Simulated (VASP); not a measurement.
# HC16 (a cell with a defect) in VASP: further runs, part 2 of 2

VASP 6.6.1.

### Step 4. Single point, PBEsol

INCAR reads:

```
SYSTEM = HC16
PREC = Accurate
ENCUT = 520
EDIFF = 1E-7
ISMEAR = 0
SIGMA = 0.05
LREAL = Auto
LASPH = .TRUE.
NELM = 60
ALGO = Normal
ISIF = 2
LWAVE = .FALSE.
LCHARG = .TRUE.
GGA = PS
LELF = .TRUE.
LVHAR = .TRUE.
NBANDS = 46
NELECT = 64.0
```

KPOINTS reads:

```
Automatic mesh
0
G
  3 3 3
  0 0 0
```

POSCAR reads:

```
HC16
1.0
    0.0000000000      3.5700000000      3.5700000000
    3.5700000000      0.0000000000      3.5700000000
    3.5700000000      3.5700000000      0.0000000000
C H
16 1
Direct
    0.0013617647     -0.0094435574     -0.0067567227
    0.1254957983      0.1180036415      0.1147464986
    0.0116236695     -0.0065956583      0.4846197479
    0.1261113445      0.1189838936      0.6185396359
    0.0031778711      0.4903428571     -0.0026703081
    0.1260352941      0.6165955182      0.1217977591
    0.0019282913      0.4922201681      0.4956165266
    0.1280774510      0.6151589636      0.6201455182
    0.4902768908     -0.0120953782      0.0218040616
    0.6260212885      0.1183826331      0.1226092437
    0.4999196078     -0.0076358543      0.4946697479
    0.6303812325      0.1280072829      0.5957019608
    0.4992665266      0.4921659664     -0.0010233894
    0.6248936975      0.6064850140      0.1330847339
    0.5003931373      0.4927883754      0.5028483193
    0.6278901961      0.6169672269      0.6242974790
    0.7230058824      0.8934221289      0.8090484594
```

Potentials or basis: VASP PAW PBE potentials, release 64 (C, H).

Command:

```console
cat potpaw_PBE.64/C/POTCAR potpaw_PBE.64/H/POTCAR > POTCAR
mpirun -np 1 vasp_std > vasp.out
```

OUTCAR:

```text
SYSTEM = HC16
   PREC = Accurate
   ENCUT = 520
   EDIFF = 1E-7
   ISMEAR = 0
   LREAL = Auto
   LASPH = .TRUE.
   NELM = 60
   ISIF = 2
   GGA = PS
   NELECT = 64.0

 ion  position               nearest neighbor table
   1  0.001  0.991  0.993-   2 1.54   6 1.54   4 1.54  10 1.55
   2  0.125  0.118  0.115-   9 1.51   3 1.53   5 1.54   1 1.54
   3  0.012  0.993  0.485-   2 1.53   4 1.54   8 1.56  12 1.57
   4  0.126  0.119  0.619-   7 1.54  11 1.54   3 1.54   1 1.54
   5  0.003  0.490  0.997-   2 1.54   6 1.54   8 1.55  14 1.56
   6  0.126  0.617  0.122-  13 1.54   5 1.54   7 1.54   1 1.54
[... 887 lines left out ...]
  Total       -9.8916448     -9.8585546     -9.6151607      1.5042527     -2.1038491     -2.0411597
  in kB     -174.1584096   -173.5758039   -169.2904593     26.4848024    -37.0416663    -35.9379197
  external PRESSURE =    -172.3415576 kB  Pullay stress =       0.0000000 kB

 VOLUME and BASIS-vectors are now :
 -----------------------------------------------------------------------------
  energy-cutoff  :      520.00
  volume of cell :       91.00
      direct lattice vectors                 reciprocal lattice vectors
     0.000000000  3.570000000  3.570000000    -0.140056022  0.140056022  0.140056022
     3.570000000  0.000000000  3.570000000     0.140056022 -0.140056022  0.140056022
     3.570000000  3.570000000  0.000000000     0.140056022  0.140056022 -0.140056022

 POSITION                                       TOTAL-FORCE (eV/Angst)
 -----------------------------------------------------------------------------------
      7.08217      3.55074      3.54115        -0.009060     -0.005566     -0.004668
      0.83092      0.85766      0.86929         0.010768      0.003540     -0.008058
      5.27655      1.77159      3.58795         0.000242     -0.008088     -0.012294
      2.63296      2.65840      0.87499         0.005756      0.005535      0.006998
      5.31099      3.57181      1.76187        -0.011987     -0.008398     -0.011803
      2.63606      0.88476      2.65119        -0.003846      0.012077     -0.007968
[... 9 lines left out ...]
      4.43132      4.47031      4.44414        -0.010787     -0.004483     -0.001367
      6.07782      5.46943      5.77065        -0.013477      0.013338      0.006976
 -----------------------------------------------------------------------------------
    total drift:                               -0.005956     -0.004493     -0.006719

  FREE ENERGIE OF THE ION-ELECTRON SYSTEM (eV)
  ---------------------------------------------------
  free  energy   TOTEN  =      -163.8298243245 eV

  energy  without entropy=     -163.8298243245  energy(sigma->0) =     -163.82982432
```

OSZICAR:

```text
N       E                     dE             d eps       ncg     rms          rms(c)
DAV:   1     0.158178596701E+03    0.15818E+03   -0.34087E+04  1288   0.137E+03
DAV:   2    -0.155542636619E+03   -0.31372E+03   -0.29542E+03  1626   0.261E+02
DAV:   3    -0.168412785613E+03   -0.12870E+02   -0.12767E+02  1664   0.499E+01
DAV:   4    -0.168585975222E+03   -0.17319E+00   -0.17278E+00  1720   0.608E+00
DAV:   5    -0.168589274572E+03   -0.32993E-02   -0.32958E-02  1628   0.797E-01    0.158E+01
DAV:   6    -0.165128082685E+03    0.34612E+01   -0.23189E+00  1552   0.696E+00    0.930E+00
DAV:   7    -0.163829402736E+03    0.12987E+01   -0.31388E+00  1522   0.780E+00    0.199E+00
DAV:   8    -0.163828788472E+03    0.61426E-03   -0.13097E-01  1642   0.189E+00    0.613E-01
DAV:   9    -0.163829941994E+03   -0.11535E-02   -0.12173E-02  1628   0.522E-01    0.103E-01
DAV:  10    -0.163829796758E+03    0.14524E-03   -0.62426E-04  1634   0.143E-01    0.525E-02
DAV:  11    -0.163829817092E+03   -0.20334E-04   -0.24430E-04  1666   0.834E-02    0.182E-02
DAV:  12    -0.163829822586E+03   -0.54942E-05   -0.27516E-05  1600   0.248E-02    0.933E-03
DAV:  13    -0.163829824558E+03   -0.19719E-05   -0.35017E-06  1576   0.989E-03    0.366E-03
DAV:  14    -0.163829824332E+03    0.22603E-06   -0.99724E-07  1600   0.464E-03    0.805E-04
DAV:  15    -0.163829824324E+03    0.73046E-08   -0.36357E-08   976   0.106E-03
   1 F= -.16382982E+03 E0= -.16382982E+03  d E =-.113400E-15
```

It took 2.1 min on 1 thread of AMD EPYC 7R43 (Zen 3), shared host; peak memory 0.21 GiB.

Results:

```yaml
Free_energy: -163.8298 eV
Largest_force: 0.023 eV/Å
```

Forces on the atoms (eV/Å):
```
C   -0.009 -0.006 -0.005
C    0.011  0.004 -0.008
C    0.000 -0.008 -0.012
C    0.006  0.006  0.007
C   -0.012 -0.008 -0.012
C   -0.004  0.012 -0.008
C    0.005 -0.006 -0.006
C    0.012  0.005  0.004
C    0.011 -0.014  0.008
C    0.013  0.014  0.010
C   -0.004 -0.009 -0.018
C   -0.002  0.015  0.008
C   -0.005 -0.002  0.004
C   -0.007  0.004  0.022
C    0.008 -0.015  0.001
C   -0.011 -0.004 -0.001
H   -0.013  0.013  0.007
```

Levels at points of the mesh, in eV from the Fermi level:
```
           k point  band 30  band 31  band 32  band 33  band 34  band 35
(0.00, 0.00, 0.00)    -0.56    -0.40    -0.27     2.60     2.67     3.89
```

Caveat: the k points lie up to 0.51 Å⁻¹ apart; the cell carries a net charge on a neutralising background, which shifts energy and pressure; the cell is charged against a uniform background, so pressure and absolute levels hang on convention; the PAW data sets were made with another functional, which shifts forces and pressure a little.

### Step 5. Single point, PBEsol

INCAR reads:

```
PREC = Accurate
ENCUT = 520
EDIFF = 1E-6
ISMEAR = 0
SIGMA = 0.05
LREAL = Auto
LASPH = True
NELM = 80
ALGO = Normal
ISIF = 2
LWAVE = False
LCHARG = False
GGA = PS
NELECT = 64.0
NBANDS = 46
```

KPOINTS reads:

```
Automatic mesh
0
Gamma
  3 3 3
```

POSCAR reads:

```
HC16
1.0
    0.0000000000      3.5700000000      3.5700000000
    3.5700000000      0.0000000000      3.5700000000
    3.5700000000      3.5700000000      0.0000000000
C H
16 1
Direct
   -0.0011193277     -0.0003215686      0.0062464986
    0.1272578431      0.1205127451      0.1308953782
    0.0045193277     -0.0055008403      0.5039022409
    0.1291558824      0.1174284314      0.6305169468
    0.0024168067      0.4940464986      0.0077070028
    0.1194939776      0.6264592437      0.1307774510
    0.0300826331      0.4845235294      0.4949462185
    0.1380390756      0.6202415966      0.6294659664
    0.5011061625     -0.0047341737      0.0067557423
    0.6240355742      0.1211823529      0.1311635854
    0.5011014006     -0.0020478992      0.5047549020
    0.6299903361      0.1162348739      0.6326992997
    0.4889882353      0.4955212885      0.0175924370
    0.6254355742      0.6216394958      0.1330694678
    0.5081477591      0.4894261905      0.5053362745
    0.5987252101      0.6323170868      0.6362436975
    0.8115929972      0.5437341737      0.7335372549
```

Command:

```console
cat potpaw_PBE.64/C/POTCAR potpaw_PBE.64/H/POTCAR > POTCAR
mpirun -np 1 vasp_std > vasp.out
```

It took 2.2 min on 1 thread of AMD EPYC 7R43 (Zen 3), shared host; peak memory 0.21 GiB.

It converged, with:

* Free energy: -163.8267 eV
* Largest force: 0.173 eV/Å

Forces in eV/Å, atoms in the order of the input:
```
C   -0.019 -0.006 -0.008
C   -0.002  0.005  0.004
C    0.026  0.034 -0.001
C   -0.009 -0.005 -0.023
C    0.027  0.007  0.023
C   -0.001 -0.013  0.015
C    0.053 -0.094 -0.084
C    0.020  0.019  0.020
C   -0.010  0.002  0.007
C   -0.016 -0.014  0.007
C    0.030 -0.006 -0.033
C   -0.001  0.035 -0.015
C    0.008  0.000 -0.014
C    0.001 -0.009  0.025
C    0.059  0.017  0.001
C   -0.165  0.030  0.039
H    0.001 -0.002  0.037
```

Levels at points of the mesh, in eV from the Fermi level:
| k point | band 28 | band 29 | band 30 | band 31 | band 32 | band 33 | band 34 | band 35 | band 36 | band 37 |
| --- | --- | --- | --- | --- | --- | --- | --- | --- | --- | --- |
| (0.00, 0.00, 0.00) | -3.05 | -2.91 | -0.58 | -0.44 | -0.29 | 2.39 | 2.77 | 3.86 | 4.04 | 4.34 |

Caveat: the k points lie up to 0.51 Å⁻¹ apart; the cell carries a net charge on a neutralising background, which shifts energy and pressure; the cell is charged against a uniform background, so pressure and absolute levels hang on convention; the PAW data sets were made with another functional, which shifts forces and pressure a little.

### Step 6. Single point, PBEsol

INCAR reads:

```
PREC = Accurate
ENCUT = 520
EDIFF = 1E-6
ISMEAR = 0
SIGMA = 0.05
LREAL = Auto
LASPH = T
NELM = 60
ALGO = Normal
ISIF = 2
LWAVE = F
LCHARG = F
GGA = PS
NBANDS = 46
NELECT = 64.0
```

KPOINTS reads:

```
regular mesh
0
Gamma
  3 3 3
```

POSCAR reads:

```
HC16
1.0
    0.0000000000      3.5700000000      3.5700000000
    3.5700000000      0.0000000000      3.5700000000
    3.5700000000      3.5700000000      0.0000000000
C H
16 1
Direct
    0.0044866947     -0.0033550420      0.0100275910
    0.1289987395      0.1227642857      0.1330407563
    0.0060467787     -0.0014747899      0.5062705882
    0.1400976190      0.1130239496      0.6318018207
    0.0004915966      0.4967554622      0.0083254902
    0.1219170868      0.6243106443      0.1324935574
    0.0291747899      0.4941036415      0.4972403361
    0.1299334734      0.6247203081      0.6329359944
    0.5027928571     -0.0014575630      0.0088116246
    0.6272922969      0.1215393557      0.1349494398
    0.5098532213     -0.0009044818      0.5072823529
    0.6313026611      0.1232443978      0.6348273109
    0.4916469188      0.4997698880      0.0186057423
    0.6257505602      0.6253119048      0.1330536415
    0.5018914566      0.4986169468      0.5068620448
    0.6026347339      0.6343521008      0.6374190476
    0.8156935574      0.4016450980      0.7305067227
```

Potentials or basis: VASP PAW PBE potentials, release 64 (C, H).

Command:

```console
cat potpaw_PBE.64/C/POTCAR potpaw_PBE.64/H/POTCAR > POTCAR
mpirun -np 1 vasp_std > vasp.out
```

Wall time 2.2 min (1 thread of AMD EPYC 7R43 (Zen 3), shared host); peak memory 0.21 GiB.

It converged, with:

- Free energy: -163.8297 eV
- Largest force: 0.045 eV/Å

Forces on the atoms (eV/Å):
```
C    0.007 -0.003 -0.006
C    0.003 -0.002  0.000
C   -0.001 -0.003 -0.001
C    0.008  0.000 -0.011
C    0.004 -0.005 -0.011
C   -0.008 -0.019  0.004
C   -0.009 -0.009  0.017
C    0.018  0.003  0.003
C    0.001  0.000 -0.002
C   -0.006  0.006  0.007
C    0.004 -0.001  0.014
C   -0.001  0.007  0.008
C   -0.012  0.018 -0.006
C    0.003  0.001  0.003
C   -0.016  0.001 -0.005
C    0.009 -0.027  0.014
H   -0.004  0.035 -0.028
```

Levels at points of the mesh, in eV from the Fermi level:
```csv
k point,band 30,band 31,band 32,band 33,band 34,band 35
"(0.00, 0.00, 0.00)",-0.56,-0.40,-0.27,2.58,2.69,3.89
```

Caveat: the k points lie up to 0.51 Å⁻¹ apart; the cell carries a net charge on a neutralising background, which shifts energy and pressure; the cell is charged against a uniform background, so pressure and absolute levels hang on convention; the PAW data sets were made with another functional, which shifts forces and pressure a little.

### Step 7. Single point, PBEsol

INCAR reads:

```
SYSTEM = HC16
ALGO = Normal
EDIFF = 1E-6
ENCUT = 520
GGA = PS
GGA_COMPAT = .FALSE.
ISIF = 2
ISMEAR = 0
LASPH = .TRUE.
LCHARG = .TRUE.
LELF = .TRUE.
LREAL = .FALSE.
LVHAR = .TRUE.
LWAVE = .FALSE.
NBANDS = 46
NELECT = 64.0
NELM = 120
PREC = Accurate
SIGMA = 0.05
```

KPOINTS reads:

```
k-points
0
G
  3 3 3
  0 0 0
```

POSCAR is that of step 6.

Command:

```console
cat potpaw_PBE.64/C/POTCAR potpaw_PBE.64/H/POTCAR > POTCAR
mpirun -np 1 vasp_std > vasp.out
```

Wall time 35 s (1 thread of Intel Xeon 6975P-C (Granite Rapids), shared host); peak memory 0.24 GiB.

It converged, with:

```
Free energy   : -163.8243 eV
Largest force : 0.045 eV/Å
```

Forces on the atoms (eV/Å):
```
C    0.007 -0.002 -0.003
C    0.001 -0.004  0.000
C    0.000 -0.004 -0.001
C    0.010  0.001 -0.012
C    0.003 -0.003 -0.008
C   -0.004 -0.016  0.001
C   -0.010 -0.011  0.018
C    0.017  0.003 -0.002
C   -0.001  0.000  0.003
C   -0.007  0.004  0.003
C    0.004 -0.001  0.013
C   -0.004  0.009  0.004
C   -0.007  0.014 -0.002
C    0.000  0.001  0.003
C   -0.016  0.000 -0.002
C    0.011 -0.025  0.012
H   -0.004  0.035 -0.028
```

Levels at points of the mesh, in eV from the Fermi level:
| k point | band 30 | band 31 | band 32 | band 33 | band 34 | band 35 |
| --- | --- | --- | --- | --- | --- | --- |
| (0.00, 0.00, 0.00) | -0.56 | -0.40 | -0.27 | 2.58 | 2.69 | 3.89 |

Caveat: the k points lie up to 0.51 Å⁻¹ apart; the cell carries a net charge on a neutralising background, which shifts energy and pressure; the cell is charged against a uniform background, so pressure and absolute levels hang on convention; the PAW data sets were made with another functional, which shifts forces and pressure a little.
